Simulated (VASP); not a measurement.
Runs of VASP 6.6.1 on Yb. The structure is that of space group Fd-3m (No. 227), or close to it. The cells are those of the table. This isn't the form of Yb at room conditions, which is fcc.

```csv
cell,k mesh,gap on the mesh (eV),pressure (GPa)
"a = 5.549 Å, angles 60.0°, 2 atoms",8 × 8 × 8,none,0.2
"a = 5.705 Å, angles 60.0°, 2 atoms",8 × 8 × 8,none,-0.1
"a = 5.705 Å, angles 60.0°, 2 atoms",11 × 11 × 11,none,0.0
"a = 5.628 Å, angles 60.0°, 2 atoms",8 × 8 × 8,none,0.2
"a = 5.854 Å, angles 60.0°, 2 atoms",8 × 8 × 8,none,(b)
"a = 5.781 Å, angles 60.0°, 2 atoms",8 × 8 × 8,none,1.0
"a = 5.467 Å, angles 60.0°, 2 atoms",8 × 8 × 8,none,0.3
"a = 5.925 Å, angles 60.0°, 2 atoms",8 × 8 × 8,none,(a)
```

Alike in all rows: task single point; level LDA; potentials or basis VASP PAW PBE potentials, release 64 (Yb); no spin polarisation; cutoff (eV) 520; smearing fermi-dirac 0.1 eV.

Estimate the missing entries.

(a) -0.5; (b) -0.7.

Caveats: the PAW data sets were made with another functional, which shifts forces and pressure a little; spin-orbit coupling is left out, which moves the levels of the heavy elements.

A k mesh can miss the band edges, and the runs leave out spin-orbit coupling on Yb.

A gap of «none» marks levels without a gap at the run's occupations.
